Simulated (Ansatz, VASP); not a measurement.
Given: the input of a run of VASP 6.6.1 on AlNi3.

Contents of INCAR:

```
ALGO = Normal
EDIFF = 1E-6
ENCUT = 590
GGA = PS
GGA_COMPAT = False
ISIF = 2
ISMEAR = -1
ISPIN = 2
LASPH = True
LCHARG = False
LMAXMIX = 4
LORBIT = 11
LREAL = False
LWAVE = False
MAGMOM = 1.5 1.5 1.5 0
NBANDS = 40
NELM = 200
NUPDOWN = 4.5
PREC = Accurate
SIGMA = 0.05
```

KPOINTS

```
k-points
0
Gamma
  7 7 7
```

POSCAR

```
AlNi3
1.0
    0.0000000000      2.8018887551      2.8018887551
    2.8018887551      0.0000000000      2.8018887551
    2.8018887551      2.8018887551      0.0000000000
Ni Al
3 1
Direct
    0.7500000000      0.7500000000      0.7500000000
    0.0000000000      0.0000000000      0.0000000000
    0.2500000000      0.2500000000      0.2500000000
    0.5000000000      0.5000000000      0.5000000000
```

Potentials or basis: VASP PAW PBE potentials, release 64 (Ni_sv_GW, Al).

The run is started by

```bash
$ cat potpaw_PBE.64/Ni_sv_GW/POTCAR potpaw_PBE.64/Al/POTCAR > POTCAR
$ mpirun -np 1 vasp_std > vasp.out
```

Task: Translate it to Ansatz 0.2.0. Potentials there: Ansatz PAW.

Result: As run (the cutoff follows the program's own potentials):

Contents of input.yaml:

```yaml
crystal:
  lattice:
    - [0.0, 2.8018887551, 2.8018887551]
    - [2.8018887551, 0.0, 2.8018887551]
    - [2.8018887551, 2.8018887551, 0.0]
  atoms:
    - { symbol: Ni, position: [0.75, 0.75, 0.75], spin: 1.5 }
    - { symbol: Ni, position: [0.0, 0.0, 0.0], spin: 1.5 }
    - { symbol: Ni, position: [0.25, 0.25, 0.25], spin: 1.5 }
    - { symbol: Al, position: [0.5, 0.5, 0.5] }
hamiltonian:
  xc: pbesol
  pseudopotentials: { kind: paw }
magnetization:
  spin_polarized: true
  initial_magnetization: 4.5
  spin_locking: { lock_magnetization: hard }
kpoints:
  mp_grid: { grid: [7, 7, 7] }
scf:
  occupations: { method: fermi_dirac, width: 0.05 }
  lower_state_search: "off"
output:
  forces: true
  stress: true
  eigenvalues: true
```

Potentials or basis: Ansatz PAW.

Command:

```sh
$ ansatz run input.yaml --threads 2 --pin off --max-ram 5632MiB --backend cpu --events-out ev --progress --plain --runs-dir out
```

Both were run:

|  | VASP | Ansatz | Ansatz less VASP |
| --- | --- | --- | --- |
| pressure (GPa) | 10.9 | 13.7 | +2.89 |
| net moment per atom (μB) | 1.12 | 1.13 | 0.000 |
| size of the moment on the site where the two differ most (μB) | 0.12 | 0.17 | +0.047 |

VASP's potentials were made for PBE, not for PBEsol. Site moments also hang on the region over which each program counts them.
